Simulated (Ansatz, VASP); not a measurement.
# One calculation of InTe4, two programs

The input INCAR:

```
PREC = Accurate
ENCUT = 600
EDIFF = 1E-6
ISMEAR = 0
SIGMA = 0.1
LREAL = False
LASPH = True
NELM = 60
ALGO = Normal
ISIF = 3
LWAVE = False
LCHARG = False
GGA = PE
IBRION = 2
NSW = 100
EDIFFG = -0.01
```

File KPOINTS:

```
Automatic mesh
0
Gamma
  6 6 6
```

The input POSCAR:

```
InTe4
1.0
    6.4269014859      0.0000000000      0.0000000000
   -3.2134507430      5.5658599544      0.0000000000
    0.0000000000      0.0000000000      5.9459842559
In Te
1 4
Direct
    0.0000000000      0.0000000000      0.5000000000
    0.5000000000      0.0000000000      0.0000000000
    0.0000000000      0.5000000000      0.0000000000
    0.5000000000      0.5000000000      0.0000000000
    0.0000000000      0.0000000000      0.0000000000
```

Input for Ansatz:

```yaml
crystal:
  lattice:
    - [6.4269014859, 0.0, 0.0]
    - [-3.213450743, 5.5658599544, 0.0]
    - [0.0, 0.0, 5.9459842559]
  atoms:
    - { symbol: In, position: [0.0, 0.0, 0.5] }
    - { symbol: Te, position: [0.5, 0.0, 0.0] }
    - { symbol: Te, position: [0.0, 0.5, 0.0] }
    - { symbol: Te, position: [0.5, 0.5, 0.0] }
    - { symbol: Te, position: [0.0, 0.0, 0.0] }
basis:
  ecutwfc: 420
kpoints:
  mp_grid: { grid: [6, 6, 6] }
hamiltonian:
  xc: pbe
scf:
  occupations: { method: gaussian, width: 0.1 }
output:
  forces: true
  stress: true
  eigenvalues: true
  write_density: true
  write_potential: true
  elf: true
  volumetric_format: npy
relax:
  adjacent_minimum: "off"
  f_tol: 0.01
  max_steps: 80
  cell: { stress_tol: 0.05 }
```

Alike in both runs: task relaxation of cell and atoms; functional PBE; k mesh 6 × 6 × 6; occupations gaussian, width 0.1 eV; no spin polarisation.

```csv
,VASP,Ansatz
version,VASP 6.6.1,Ansatz 0.2.0
potentials or method,"VASP PAW PBE potentials, release 64 (In_d, Te), cutoff 600 eV","scalar-relativistic, plane waves, PAW"
valence electrons in the cell,37,77
```

Ansatz gave:

| Property | Result |
| --- | --- |
| gap on the k mesh at the Fermi level, each at its own relaxed structure (eV) | none |
| relaxed volume (Å³/atom) | 44.47 |
| relaxed length of the cell vector where the two differ most in proportion (Å) | 6.449 |

Question: What did VASP give for the same quantities?

Answer: gap on the k mesh at the Fermi level, each at its own relaxed structure (eV): none; relaxed volume (Å³/atom): 44.41; relaxed length of the cell vector where the two differ most in proportion (Å): 6.445.

A gap of «none» marks a metal or a gap that the smearing closes. VASP's potentials hold 37 valence electrons a cell and Ansatz's 77, so a difference there can come from the potentials and not from the codes.

Spin-orbit coupling is off throughout.
